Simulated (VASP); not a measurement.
# BP4 (P-3m1) in VASP: a series of runs, part 2 of 2

VASP 6.6.1. The steps go on from the part before.

## 4. Relaxation of cell and atoms, PBE

This run uses another cell than the first one, of 13.97 Å³/atom.

File INCAR:

```
SYSTEM = BP4
ALGO = Normal
EDIFF = 1E-7
EDIFFG = -0.01
ENCUT = 600
GGA = PE
IBRION = 2
ISIF = 3
ISMEAR = 0
LASPH = .TRUE.
LCHARG = .FALSE.
LREAL = .FALSE.
LWAVE = .FALSE.
NELM = 60
NSW = 100
PREC = Accurate
SIGMA = 0.1
```

File KPOINTS:

```
k-points
0
G
  12 12 6
  0 0 0
```

File POSCAR:

```
BP4
1.0
    3.1930202828      0.0000000000      0.0000000000
   -1.5965101414      2.7652366797      0.0000000000
    0.0000000000      0.0000000000      7.9082494997
B P
1 4
Direct
    0.0000000000      0.0000000000      0.0000000000
    0.3333333333      0.6666666667      0.8601254382
    0.3333333333      0.6666666667      0.4158571638
    0.6666666667      0.3333333333      0.1398745618
    0.6666666667      0.3333333333      0.5841428362
```

Potentials or basis: VASP PAW PBE potentials, release 64 (B, P).

Command:

```
$ cat potpaw_PBE.64/B/POTCAR potpaw_PBE.64/P/POTCAR > POTCAR
$ mpirun -np 1 vasp_std > vasp.out
```

OUTCAR:

```text
SYSTEM = BP4
   EDIFF = 1E-7
   EDIFFG = -0.01
   ENCUT = 600
   GGA = PE
   IBRION = 2
   ISIF = 3
   ISMEAR = 0
   LASPH = .TRUE.
   LREAL = .FALSE.
   NELM = 60
   NSW = 100
   PREC = Accurate

 ion  position               nearest neighbor table
   1  0.000  0.000  0.000-   2 2.15   4 2.15   2 2.15   4 2.15   4 2.15   2 2.15
   2  0.333  0.667  0.860-   1 2.15   1 2.15   1 2.15   5 2.86   5 2.86   5 2.86   4 2.88   4 2.88
                             4 2.88
   3  0.333  0.667  0.416-   5 2.27   5 2.27   5 2.27   4 2.86   4 2.86   4 2.86
   4  0.667  0.333  0.140-   1 2.15   1 2.15   1 2.15   3 2.86   3 2.86   3 2.86   2 2.88   2 2.88
                             2 2.88
   5  0.667  0.333  0.584-   3 2.27   3 2.27   3 2.27   2 2.86   2 2.86   2 2.86

  LATTYP: Found a hexagonal cell.
 ALAT       =     3.1930202828
 C/A-ratio  =     2.4767301173

  Lattice vectors:

 A1 = (   3.1930202828,   0.0000000000,   0.0000000000)
 A2 = (  -1.5965101414,   2.7652366797,   0.0000000000)
 A3 = (   0.0000000000,   0.0000000000,   7.9082494997)

Analysis of symmetry for initial positions (statically):
=====================================================================
 Subroutine PRICEL returns:
 Original cell was already a primitive cell.

 Routine SETGRP: Setting up the symmetry group for a
 hexagonal supercell.

 Subroutine GETGRP returns: Found 12 space group operations
 (whereof 12 operations were pure point group operations)
 out of a pool of 24 trial point group operations.

The static configuration has the point symmetry D_3d.

Analysis of symmetry for dynamics (positions and initial velocities):
=====================================================================
 Subroutine PRICEL returns:
 Original cell was already a primitive cell.

 Routine SETGRP: Setting up the symmetry group for a
 hexagonal supercell.

 Subroutine GETGRP returns: Found 12 space group operations
 (whereof 12 operations were pure point group operations)
 out of a pool of 24 trial point group operations.

The dynamic configuration has the point symmetry D_3d.

[... 160 lines left out ...]
  --------------------------------------------------------------------------------------
  -------------------------------------------------------------------------------------
  Total       -0.1450395     -0.1450395      0.1458632      0.0000000      0.0000000      0.0000000
  in kB       -3.3279932     -3.3279932      3.3468942      0.0000000      0.0000000      0.0000000
  external PRESSURE =      -1.1030307 kB  Pullay stress =       0.0000000 kB
[... 98 lines left out ...]
  FREE ENERGIE OF THE ION-ELECTRON SYSTEM (eV)
  ---------------------------------------------------
  free  energy   TOTEN  =       -26.0443607231 eV

  energy  without entropy=      -26.0373526316  energy(sigma->0) =      -26.04085668

[... ionic steps 4 to 8 ...]

--------------------------------------- Ionic step        9  -------------------------------------------

 number of electron      23.0000001 magnetization

------------------------ aborting loop because EDIFF is reached ----------------------------------------
[... 73 lines left out ...]
--------------------------------------- Ionic step       11  -------------------------------------------

 number of electron      23.0000001 magnetization

 Free energy of the ion-electron system (eV)
  ---------------------------------------------------
  ext. energy  EPLUGINS =         0.00000000
  ---------------------------------------------------
  free energy    TOTEN  =       -26.04725886 eV

  energy without entropy =      -26.04103686  energy(sigma->0) =      -26.04414786

 E-fermi :   8.8292     XC(G=0): -11.1555

 val. band max:        8.8102979331   @ k =  -0.0833   0.4167   0.3333
 cond. band min:       8.8344479956   @ k =   0.2500   0.1667   0.5000
 fundamental gap:      0.0241500626
 Fermi energy:         8.8292464863

 k-point     1 :       0.0000    0.0000    0.0000
  band No.  band energies     occupation
      1      -7.4790      2.00000
      2      -6.1744      2.00000
      3      -3.8723      2.00000
      4       1.3438      2.00000
      5       2.4217      2.00000
      6       7.8707      2.00000
      7       7.8707      2.00000
      8       7.9089      2.00000
      9       7.9089      2.00000
     10       9.7345      0.00000
     11       9.7345      0.00000
     12      10.3039      0.00000
     13      10.6802      0.00000
     14      11.4206      0.00000
[... 401 lines left out ...]
      2      -5.8543      2.00000
      3      -3.1668      2.00000
      4       0.8515      2.00000
      5       3.6101      2.00000
      6       4.9919      2.00000
      7       5.3014      2.00000
      8       6.4369      2.00000
      9       7.2745      2.00000
     10       7.8984      2.00000
     11       9.1461      0.00001
     12       9.9804      0.00000
     13      10.0735      0.00000
     14      11.5129      0.00000
     15      12.4477      0.00000

 [... further k-points ...]

------------------------ aborting loop because EDIFF is reached ----------------------------------------

  FORCE on cell =-STRESS in cart. coord.  units (eV):
  Direction    XX          YY          ZZ          XY          YZ          ZX
  --------------------------------------------------------------------------------------
  -------------------------------------------------------------------------------------
  Total        0.0035335      0.0035335      0.0140748      0.0000000     -0.0000000      0.0000000
  in kB        0.0824535      0.0824535      0.3284332      0.0000000     -0.0000000      0.0000000
  external PRESSURE =       0.1644467 kB  Pullay stress =       0.0000000 kB
[... 20 lines left out ...]
  FREE ENERGIE OF THE ION-ELECTRON SYSTEM (eV)
  ---------------------------------------------------
  free  energy   TOTEN  =       -26.0472588597 eV

  energy  without entropy=      -26.0410368641  energy(sigma->0) =      -26.04414786

 reached required accuracy - stopping structural energy minimisation
```

CONTCAR:

```text
BP4
   1.00000000000000
     3.1868910631140612   -0.0000000000000000   -0.0000000000000000
    -1.5934455315570306    2.7599286197466233    0.0000000000000000
     0.0000000000000000    0.0000000000000000    7.8062403529500610
  B               P
     1     4
Direct
     0.0000000000000000    0.0000000000000000    0.0000000000000000
     0.3333333332999970    0.6666666667000030    0.8569469462653361
     0.3333333332999970    0.6666666667000030    0.4132223176525547
     0.6666666667000030    0.3333333332999970    0.1430530537346639
     0.6666666667000030    0.3333333332999970    0.5867776823474453

  0.00000000E+00  0.00000000E+00  0.00000000E+00
  0.00000000E+00  0.00000000E+00  0.00000000E+00
  0.00000000E+00  0.00000000E+00  0.00000000E+00
  0.00000000E+00  0.00000000E+00  0.00000000E+00
  0.00000000E+00  0.00000000E+00  0.00000000E+00
```

Wall time 11 min (1 thread of Intel Xeon Platinum 8488C (Sapphire Rapids), shared host); peak memory 0.29 GiB.

What came out:

```
Free energy                           : -26.0473 eV
Relaxed volume                        : 13.73 Å³/atom
Relaxed cell                          : a = 3.187 Å, b = 3.187 Å, c = 7.806 Å, α = 90.00°, β = 90.00°, γ = 120.00°
Space group after relaxing (to 0.1 Å) : P-3m1 (No. 164)
Energy gained by relaxing             : 0.9 meV/atom
Ionic steps                           : 11
Pressure after relaxing               : 0.0 GPa
Largest force after relaxing          : 0.004 eV/Å
Band gap on the k mesh                : zero (an odd number of electrons rules out a gap without spin polarisation)
```

Forces in eV/Å, atoms in the order of the input:
```
B    0.000  0.000  0.000
P    0.000  0.000  0.004
P    0.000  0.000 -0.004
P    0.000  0.000 -0.004
P    0.000  0.000  0.004
```

Step by step:
| step | energy change (eV) | largest force (eV/Å) | pressure (GPa) | volume (Å³) |
| --- | --- | --- | --- | --- |
| 1 | 0.0000 | 0.1160 | -0.11 | 69.83 |
| 2 | -0.0018 | 0.0546 | -0.40 | 69.73 |
| 3 | -0.0018 | 0.0460 | -0.44 | 69.71 |
| 4 | -0.0028 | 0.0279 | 0.03 | 69.26 |
| 5 | -0.0028 | 0.0291 | 0.14 | 69.15 |
| 6 | -0.0036 | 0.0438 | 0.08 | 69.05 |
| 7 | -0.0042 | 0.0754 | -0.03 | 68.84 |
| 8 | -0.0046 | 0.0183 | -0.12 | 68.70 |
| 9 | -0.0046 | 0.0195 | -0.11 | 68.72 |
| 10 | -0.0047 | 0.0111 | 0.13 | 68.60 |
| 11 | -0.0047 | 0.0043 | 0.02 | 68.66 |

Final structure:
```
CELL_PARAMETERS angstrom
3.18689 0.00000 0.00000
-1.59345 2.75993 0.00000
0.00000 0.00000 7.80624
ATOMIC_POSITIONS crystal
B 0.00000 0.00000 0.00000
P 0.33333 0.66667 0.85695
P 0.33333 0.66667 0.41322
P 0.66667 0.33333 0.14305
P 0.66667 0.33333 0.58678
```

## 5. Summary

```csv
task,cell,k mesh,cutoff (eV),gap on the mesh (eV),pressure (GPa),relaxed volume (Å³/atom),largest force (eV/Å)
relaxation of cell and atoms,"relaxed from a = 3.046, b = 3.046, c = 9.793 Å, angles 90.0, 90.0, 120.0°, 5 atoms, atomic positions A",6 × 6 × 2,600,none,0.2,12.75,0.04
single point,"a = 3.190, b = 3.190, c = 7.783 Å, angles 90.0, 90.0, 120.0°, 5 atoms, atomic positions B",12 × 12 × 6,520,none,-0.2,-,0.06
relaxation of cell and atoms,"relaxed from a = 3.193, b = 3.193, c = 7.908 Å, angles 90.0, 90.0, 120.0°, 5 atoms, atomic positions C",12 × 12 × 6,600,none,0.0,13.73,-
```

Alike in all rows: level PBE; potentials or basis VASP PAW PBE potentials, release 64 (B, P); no spin polarisation; smearing gaussian 0.1 eV.

Caveats: some runs use coarse meshes; the volume moved by over 15 % at a fixed basis, so the end points are rough (at least some runs).

Total energies depend on the potentials used, so only differences within one code and one set of settings carry meaning.
